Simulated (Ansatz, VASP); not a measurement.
**One calculation of InP, two programs**

INCAR

```
SYSTEM = InP
ALGO = Normal
EDIFF = 1E-7
EDIFFG = -0.01
ENCUT = 600
GGA = PE
IBRION = 2
ISIF = 3
ISMEAR = 0
LASPH = .True.
LCHARG = .False.
LREAL = .False.
LWAVE = .False.
NELM = 60
NSW = 100
PREC = Accurate
SIGMA = 0.1
```

KPOINTS

```
k-points
0
Gamma
  18 18 12
  0 0 0
```

The input POSCAR:

```
InP
1.0
    1.8822485500     -2.4303857200      0.0000000000
    1.8822485500      2.4303857200      0.0000000000
    0.0000000000      0.0000000000      4.9449330200
In P
1 1
Direct
    0.5000000000      0.5000000000      0.5000000000
    0.0000000000      0.0000000000      0.0000000000
```

Input for Ansatz:

```yaml
crystal:
  lattice:
    - [1.88224855, -2.43038572, 0.0]
    - [1.88224855, 2.43038572, 0.0]
    - [0.0, 0.0, 4.94493302]
  atoms:
    - { symbol: In, position: [0.5, 0.5, 0.5] }
    - { symbol: P, position: [0.0, 0.0, 0.0] }
basis:
  ecutwfc: 420
kpoints:
  mp_grid: { grid: [18, 18, 12] }
hamiltonian:
  xc: pbe
scf:
  occupations: { method: gaussian, width: 0.1 }
output:
  forces: true
  stress: true
  eigenvalues: true
relax:
  adjacent_minimum: "off"
  f_tol: 0.01
  max_steps: 80
  cell: { stress_tol: 0.05 }
```

Change from the starting cell: species swapped into the SbPb type (Cmmm, No. 65).

Alike in both runs: task relaxation of cell and atoms; functional PBE; k mesh 18 × 18 × 12; occupations gaussian, width 0.1 eV; no spin polarisation.

|  | VASP | Ansatz |
| --- | --- | --- |
| version | VASP 6.6.1 | Ansatz 0.2.0 |
| potentials or method | VASP PAW PBE potentials, release 64 (In_d, P), cutoff 600 eV | scalar-relativistic, plane waves, PAW |
| valence electrons in the cell | 18 | 18 |

Ansatz gave:

```
gap on the k mesh at the Fermi level, each at its own relaxed structure (eV)  : none
relaxed volume (Å³/atom)                                                      : 22.26
relaxed length of the cell vector where the two differ most in proportion (Å) : 3.612
```

Problem. Estimate VASP's values.

Solution. gap on the k mesh at the Fermi level, each at its own relaxed structure (eV): none; relaxed volume (Å³/atom): 22.25; relaxed length of the cell vector where the two differ most in proportion (Å): 3.610.

A gap of «none» marks a metal or a gap that the smearing closes.
